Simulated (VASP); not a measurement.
A run of VASP 6.6.1:

The input INCAR:

```
SYSTEM = KSrCl3
ALGO = Normal
EDIFF = 1E-6
ENCUT = 520
GGA = PE
ISIF = 2
ISMEAR = 0
LASPH = .TRUE.
LCHARG = .FALSE.
LREAL = .FALSE.
LWAVE = .FALSE.
NBANDS = 28
NELM = 60
PREC = Accurate
SIGMA = 0.01
```

KPOINTS

```
k-points
0
G
  4 4 4
  0 0 0
```

The input POSCAR:

```
KSrCl3
1.0
    5.6362001666      0.0000000000      0.0000000000
    0.0000000000      5.6362001666      0.0000000000
    0.0000000000      0.0000000000      5.6362001666
K Sr Cl
1 1 3
Direct
    0.0000000000      0.0000000000      0.0000000000
    0.5000000000      0.5000000000      0.5000000000
    0.5000000000      0.5000000000      0.0000000000
    0.5000000000      0.0000000000      0.5000000000
    0.0000000000      0.5000000000      0.5000000000
```

Potentials or basis: VASP PAW PBE potentials, release 64 (K_sv, Sr_sv, Cl).

Run with:

```sh
$ cat potpaw_PBE.64/K_sv/POTCAR potpaw_PBE.64/Sr_sv/POTCAR potpaw_PBE.64/Cl/POTCAR > POTCAR
$ mpirun -np 1 vasp_std > vasp.out
```

Hardware: 1 thread of Intel(R) Xeon(R) Platinum 8375C CPU @ 2.90GHz (Ice Lake), with other jobs on the host.

Problem. How long does it take, and how much memory?

Solution. It took 61 s on 1 thread of Intel(R) Xeon(R) Platinum 8375C CPU @ 2.90GHz (Ice Lake), with other jobs on the host, peak memory 0.26 GiB. Counts: scf iterations 14, k points 10.
